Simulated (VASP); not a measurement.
# KTaO3 in VASP: notebook, part 2 of 2

VASP 6.6.1. Earlier steps stand in the parts before.

### 4 Single point, r2SCAN (strain +0.025 along x and y, +0.025 along z)

File POSCAR:

```
KTaO3
1.0
    4.0880075000      0.0000000000      0.0000000000
    0.0000000000      4.0880075000      0.0000000000
    0.0000000000      0.0000000000      4.0880075000
K Ta O
1 1 3
Direct
    0.5000000000      0.5000000000      0.5000000000
    0.0000000000      0.0000000000      0.0000000000
    0.5000000000      0.0000000000      0.0000000000
    0.0000000000      0.5000000000      0.0000000000
    0.0000000000      0.0000000000      0.5000000000
```

File INCAR.step1:

```
ALGO = Normal
EDIFF = 1E-4
ENCUT = 520
GGA = PE
ISMEAR = 0
LASPH = True
LCHARG = False
LREAL = False
LWAVE = True
NBANDS = 27
NELM = 60
PREC = Accurate
SIGMA = 0.05
```

File INCAR.step2:

```
ALGO = Normal
EDIFF = 1E-6
ENCUT = 520
ISIF = 2
ISMEAR = 0
ISTART = 1
LASPH = True
LCHARG = False
LMIXTAU = True
LREAL = False
LWAVE = False
METAGGA = R2SCAN
NBANDS = 27
NELM = 60
PREC = Accurate
SIGMA = 0.05
```

File KPOINTS:

```
k-points
0
Gamma
  6 6 6
```

Potentials or basis: VASP PAW PBE potentials, release 64 (K_sv, Ta_pv, O).

Run with:

```bash
cat potpaw_PBE.64/K_sv/POTCAR potpaw_PBE.64/Ta_pv/POTCAR potpaw_PBE.64/O/POTCAR > POTCAR
cp INCAR.step1 INCAR
mpirun -np 1 vasp_std > vasp.out
cp INCAR.step2 INCAR
mpirun -np 1 vasp_std > vasp.out
```

OUTCAR:

```text
EDIFF = 1E-6
   ENCUT = 520
   ISIF = 2
   ISMEAR = 0
   ISTART = 1
   LASPH = True
   LREAL = False
   METAGGA = R2SCAN
   NELM = 60
   PREC = Accurate

 ion  position               nearest neighbor table
   1  0.500  0.500  0.500-   2 3.54   2 3.54   2 3.54   2 3.54   2 3.54   2 3.54   2 3.54   2 3.54

   2  0.000  0.000  0.000-   3 2.04   4 2.04   5 2.04   5 2.04   4 2.04   3 2.04   1 3.54   1 3.54
                             1 3.54   1 3.54   1 3.54   1 3.54   1 3.54   1 3.54
   3  0.500  0.000  0.000-   2 2.04   2 2.04
[... 798 lines left out ...]
  --------------------------------------------------------------------------------------
  -------------------------------------------------------------------------------------
  Total       -5.2449856     -5.2449856     -5.2449856      0.0000000      0.0000000      0.0000000
  in kB     -123.0041699   -123.0041699   -123.0041699      0.0000000      0.0000000      0.0000000
  external PRESSURE =    -123.0041699 kB  Pullay stress =       0.0000000 kB

 VOLUME and BASIS-vectors are now :
 -----------------------------------------------------------------------------
  energy-cutoff  :      520.00
  volume of cell :       68.32
      direct lattice vectors                 reciprocal lattice vectors
     4.088007500  0.000000000  0.000000000     0.244617947  0.000000000  0.000000000
     0.000000000  4.088007500  0.000000000     0.000000000  0.244617947  0.000000000
     0.000000000  0.000000000  4.088007500     0.000000000  0.000000000  0.244617947

 POSITION                                       TOTAL-FORCE (eV/Angst)
 -----------------------------------------------------------------------------------
      2.04400      2.04400      2.04400         0.000000      0.000000      0.000000
      0.00000      0.00000      0.00000         0.000000      0.000000      0.000000
      2.04400      0.00000      0.00000         0.000000      0.000000      0.000000
      0.00000      2.04400      0.00000         0.000000      0.000000      0.000000
      0.00000      0.00000      2.04400         0.000000      0.000000      0.000000
 -----------------------------------------------------------------------------------
    total drift:                                0.000000     -0.000000      0.000000

  FREE ENERGIE OF THE ION-ELECTRON SYSTEM (eV)
  ---------------------------------------------------
  free  energy   TOTEN  =       -86.9849596901 eV

  energy  without entropy=      -86.9849596901  energy(sigma->0) =      -86.98495969
```

Run time: 68 s. Hardware: 1 thread of Intel Xeon 6975P-C (Granite Rapids), shared host; peak memory 0.19 GiB.

What came out:

```
Free energy            : -86.9850 eV
Pressure               : -12.3 GPa
Band gap on the k mesh : 2.40 eV (least direct gap 3.07 eV)
```

Caveat: the cell differs from its parent crystal (strain +0.025 along x and y, +0.025 along z); the cell stands under tension; the PAW data sets were made with another functional, which shifts forces and pressure a little; spin-orbit coupling is left out, which moves the levels of the heavy elements.

### 5 Single point, r2SCAN (strain +0.050 along x and y, +0.050 along z)

Edit POSCAR of step 4 so:

```diff
@@ -2,5 +2,5 @@
 1.0
-    4.0880075000      0.0000000000      0.0000000000
-    0.0000000000      4.0880075000      0.0000000000
-    0.0000000000      0.0000000000      4.0880075000
+    4.1877150000      0.0000000000      0.0000000000
+    0.0000000000      4.1877150000      0.0000000000
+    0.0000000000      0.0000000000      4.1877150000
 K Ta O
```

Edit INCAR.step1 of step 4 so:

```diff
@@ -10,3 +10,3 @@
 NBANDS = 27
-NELM = 60
+NELM = 100
 PREC = Accurate
```

Edit INCAR.step2 of step 4 so:

```diff
@@ -1,3 +1,3 @@
 ALGO = Normal
-EDIFF = 1E-6
+EDIFF = 1E-7
 ENCUT = 520
@@ -13,3 +13,3 @@
 NBANDS = 27
-NELM = 60
+NELM = 100
 PREC = Accurate
```

KPOINTS is that of step 4.

Run with:

```bash
cat potpaw_PBE.64/K_sv/POTCAR potpaw_PBE.64/Ta_pv/POTCAR potpaw_PBE.64/O/POTCAR > POTCAR
cp INCAR.step1 INCAR
mpirun -np 1 vasp_std > vasp.out
cp INCAR.step2 INCAR
mpirun -np 1 vasp_std > vasp.out
```

It took 52 s on 1 thread of Intel Xeon 6975P-C (Granite Rapids), shared host; peak memory 0.21 GiB.

It converged, with:

- Free energy: -86.4397 eV
- Pressure: -21.5 GPa
- Band gap on the k mesh: 2.20 eV (least direct gap 2.86 eV)

Levels at points of the mesh, in eV from the valence-band top:
```
           k point  band 17  band 18  band 19  band 20  band 21  band 22
(0.00, 0.00, 0.00)    -0.66    -0.66    -0.66     2.20     2.20     2.20
(0.50, 0.00, 0.00)    -1.21    -0.83    -0.83     2.30     4.45     4.45
(0.50, 0.50, 0.00)    -1.28    -1.28    -0.03     4.47     4.47     5.53
(0.50, 0.50, 0.50)     0.00     0.00     0.00     5.60     5.60     5.60
```

Caveat: the cell differs from its parent crystal (strain +0.050 along x and y, +0.050 along z); the cell stands under tension; the PAW data sets were made with another functional, which shifts forces and pressure a little; spin-orbit coupling is left out, which moves the levels of the heavy elements. A k mesh can miss the band edges.

### 6 Single point, r2SCAN (strain -0.050 along x and y, -0.025 along z)

Edit POSCAR of step 5 so:

```diff
@@ -2,5 +2,5 @@
 1.0
-    4.1877150000      0.0000000000      0.0000000000
-    0.0000000000      4.1877150000      0.0000000000
-    0.0000000000      0.0000000000      4.1877150000
+    3.7888850000      0.0000000000      0.0000000000
+    0.0000000000      3.7888850000      0.0000000000
+    0.0000000000      0.0000000000      3.8885925000
 K Ta O
```

File INCAR.step1:

```
SYSTEM = KTaO3
PREC = Accurate ; ENCUT = 520
ISMEAR = 0 ; SIGMA = 0.05
LREAL = .False. ; LASPH = .True.
NELM = 100 ; NBANDS = 27
GGA = PE ; ALGO = Normal
EDIFF = 1E-4 ; LWAVE = .True.
LCHARG = .False.
```

File INCAR.step2:

```
SYSTEM = KTaO3
PREC = Accurate ; ENCUT = 520
EDIFF = 1E-7 ; ISMEAR = 0
SIGMA = 0.05 ; LREAL = .False.
LASPH = .True. ; NELM = 100
ALGO = Normal ; ISIF = 2
LWAVE = .False. ; LCHARG = .False.
METAGGA = R2SCAN ; LMIXTAU = .True.
NBANDS = 27 ; ISTART = 1
```

File KPOINTS:

```
regular mesh
0
Gamma
  6 6 6
  0 0 0
```

Potentials or basis: VASP PAW PBE potentials, release 64 (K_sv, Ta_pv, O).

Run with:

```bash
cat potpaw_PBE.64/K_sv/POTCAR potpaw_PBE.64/Ta_pv/POTCAR potpaw_PBE.64/O/POTCAR > POTCAR
cp INCAR.step1 INCAR
mpirun -np 1 vasp_std > vasp.out
cp INCAR.step2 INCAR
mpirun -np 1 vasp_std > vasp.out
```

OUTCAR:

```text
SYSTEM = KTaO3
   PREC = Accurate
   ENCUT = 520
   EDIFF = 1E-7
   ISMEAR = 0
   LREAL = .False.
   LASPH = .True.
   NELM = 100
   ISIF = 2
   METAGGA = R2SCAN
   ISTART = 1

 ion  position               nearest neighbor table
   1  0.500  0.500  0.500-   5 2.68   5 2.68   5 2.68   5 2.68   4 2.71   3 2.71   4 2.71   3 2.71
                             4 2.71   3 2.71   4 2.71   3 2.71   2 3.31   2 3.31   2 3.31   2 3.31
   2  0.000  0.000  0.000-   3 1.89   4 1.89   4 1.89   3 1.89   5 1.94   5 1.94   1 3.31   1 3.31
                             1 3.31   1 3.31   1 3.31   1 3.31   1 3.31   1 3.31
   3  0.500  0.000  0.000-   2 1.89   2 1.89   1 2.71   1 2.71   1 2.71   1 2.71
   4  0.000  0.500  0.000-   2 1.89   2 1.89   1 2.71   1 2.71   1 2.71   1 2.71
   5  0.000  0.000  0.500-   2 1.94   2 1.94   1 2.68   1 2.68   1 2.68   1 2.68

  LATTYP: Found a simple tetragonal cell.
 ALAT       =     3.7888850000
 C/A-ratio  =     1.0263157895

  Lattice vectors:

 A1 = (   3.7888850000,   0.0000000000,   0.0000000000)
 A2 = (   0.0000000000,   3.7888850000,   0.0000000000)
 A3 = (   0.0000000000,   0.0000000000,   3.8885925000)

Analysis of symmetry for initial positions (statically):
=====================================================================
 Subroutine PRICEL returns:
 Original cell was already a primitive cell.

 Routine SETGRP: Setting up the symmetry group for a
 simple tetragonal supercell.

 Subroutine GETGRP returns: Found 16 space group operations
 (whereof 16 operations were pure point group operations)
 out of a pool of 16 trial point group operations.

The static configuration has the point symmetry D_4h.

Analysis of symmetry for dynamics (positions and initial velocities):
=====================================================================
 Subroutine PRICEL returns:
 Original cell was already a primitive cell.

 Routine SETGRP: Setting up the symmetry group for a
[... 126 lines left out ...]
   EFERMI =   0.00;   METHOD = LEGACY
   ISMEAR =     0;   SIGMA  =   0.05  broadening in eV -4-tet -1-fermi 0-gaus
   EFERMI_NEDOS =   21; number of points for ismear=-14 and -15
   IALGO  =     38    algorithm
   IMIX   =      4    mixing-type and parameters
     AMIX     =   0.40;   BMIX     =  1.00
     AMIX_MAG =   1.60;   BMIX_MAG =  1.00
  volume/ion in A,a.u.               =      11.16        75.34
  Fermi-wavevector in a.u.,A,eV,Ry     =   1.440116  2.721425 28.217603  2.073935
  Thomas-Fermi vector in A             =   2.558896
   LORBIT       =      0    0 simple, 1 ext, 2 COOP (PROOUT), +10 PAW based schemes
   METAGGA = R2SCAN    functional components
   LHFCALC =     F    Hartree Fock is set to
   AEXX    =    0.0000 exact exchange contribution
   IVDW    =     0    specifies the selected vdW correction
   LEPSILON=     F    determine dielectric tensor
   LRPA    =     F    only Hartree local field effects (RPA)
 non-spin polarized calculation
 Gauss-broadening in eV      SIGMA  =   0.05
  energy-cutoff  :      520.00
  volume of cell :       55.82
 maximum number of plane-waves:      1524
   NGX = 15   NGY = 15   NGZ = 15

 number of electron      37.9999996 magnetization

 Free energy of the ion-electron system (eV)
  ---------------------------------------------------
  ext. energy  EPLUGINS =         0.00000000
  ---------------------------------------------------
  free energy    TOTEN  =       -86.27058872 eV

  energy without entropy =      -86.27058872  energy(sigma->0) =      -86.27058872

 E-fermi :   2.5999     XC(G=0): -12.2960

 val. band max:        2.3593285213   @ k =   0.5000   0.5000   0.5000
 cond. band min:       5.2293409212   @ k =   0.0000   0.0000   0.0000
 fundamental gap:      2.8700123999
 Fermi energy:         2.5999173277

 k-point     1 :       0.0000    0.0000    0.0000
  band No.  band energies     occupation
      1     -32.3533      2.00000
      2     -32.3533      2.00000
      3     -32.2762      2.00000
      4     -26.0347      2.00000
      5     -16.7252      2.00000
      6     -16.1575      2.00000
[... 709 lines left out ...]
     26      14.5129      0.00000
     27      14.9150      0.00000

 [... further k-points ...]
[... 5 lines left out ...]
  --------------------------------------------------------------------------------------
  -------------------------------------------------------------------------------------
  Total       15.1217663     15.1217663      9.5503901      0.0000000      0.0000000      0.0000000
  in kB      434.0080880    434.0080880    274.1046547      0.0000000      0.0000000      0.0000000
  external PRESSURE =     380.7069436 kB  Pullay stress =       0.0000000 kB

 VOLUME and BASIS-vectors are now :
 -----------------------------------------------------------------------------
  energy-cutoff  :      520.00
  volume of cell :       55.82
      direct lattice vectors                 reciprocal lattice vectors
     3.788885000  0.000000000  0.000000000     0.263929890  0.000000000  0.000000000
     0.000000000  3.788885000  0.000000000     0.000000000  0.263929890  0.000000000
     0.000000000  0.000000000  3.888592500     0.000000000  0.000000000  0.257162457

 POSITION                                       TOTAL-FORCE (eV/Angst)
 -----------------------------------------------------------------------------------
      1.89444      1.89444      1.94430         0.000000      0.000000      0.000000
      0.00000      0.00000      0.00000         0.000000      0.000000      0.000000
      1.89444      0.00000      0.00000         0.000000      0.000000      0.000000
      0.00000      1.89444      0.00000         0.000000      0.000000      0.000000
      0.00000      0.00000      1.94430         0.000000      0.000000      0.000000
 -----------------------------------------------------------------------------------
    total drift:                                0.000000      0.000000     -0.000000

  FREE ENERGIE OF THE ION-ELECTRON SYSTEM (eV)
  ---------------------------------------------------
  free  energy   TOTEN  =       -86.2705887201 eV

  energy  without entropy=      -86.2705887201  energy(sigma->0) =      -86.27058872
```

It took 86 s on 1 thread of Intel Xeon 6975P-C (Granite Rapids), shared host; peak memory 0.2 GiB.

What came out:

```yaml
Free_energy: -86.2706 eV
Pressure: 38.1 GPa
Band_gap_on_the_k_mesh: 2.87 eV (least direct gap 3.41 eV)
```

Levels at points of the mesh, in eV from the valence-band top:
```tsv
k point	band 17	band 18	band 19	band 20	band 21	band 22
(0.00, 0.00, 0.00)	-0.60	-0.54	-0.54	2.87	2.87	2.92
(0.50, 0.00, 0.00)	-1.87	-0.85	-0.78	3.11	6.51	6.51
(0.50, 0.50, 0.00)	-1.43	-1.43	-0.08	6.57	6.57	8.15
(0.00, 0.00, 0.50)	-1.95	-0.83	-0.83	3.11	6.10	6.10
(0.50, 0.00, 0.50)	-1.72	-1.38	-0.07	6.16	6.55	7.86
(0.50, 0.50, 0.50)	-0.03	0.00	0.00	8.12	8.12	8.39
```

Caveat: the cell differs from its parent crystal (strain -0.050 along x and y, -0.025 along z); the stress differs along the axes, from 27 to 43 GPa; the PAW data sets were made with another functional, which shifts forces and pressure a little; spin-orbit coupling is left out, which moves the levels of the heavy elements. A k mesh can miss the band edges.

### 7 Overview

```csv
cell,gap on the mesh (eV),pressure (GPa)
"a = 3.789 Å, 5 atoms",2.95,47.7
"a = 3.889 Å, 5 atoms",2.78,20.6
"a = 4.088 Å, 5 atoms",2.40,-12.3
"a = 4.188 Å, 5 atoms",2.20,-21.5
"a = 3.789, b = 3.789, c = 3.889 Å, 5 atoms",2.87,38.1
```

Alike in all rows: task single point; level r2SCAN; potentials or basis VASP PAW PBE potentials, release 64 (K_sv, Ta_pv, O); no spin polarisation; k mesh 6 × 6 × 6; cutoff (eV) 520; smearing gaussian 0.05 eV.

Caveats: the PAW data sets were made with another functional, which shifts forces and pressure a little; spin-orbit coupling is left out, which moves the levels of the heavy elements; the cell stands under pressure (at least some runs); the cell stands under tension (at least some runs); the stress differs along the axes, from 27 to 43 GPa (at least some runs).

Total energies depend on the potentials used, so only differences within one code and one set of settings carry meaning.
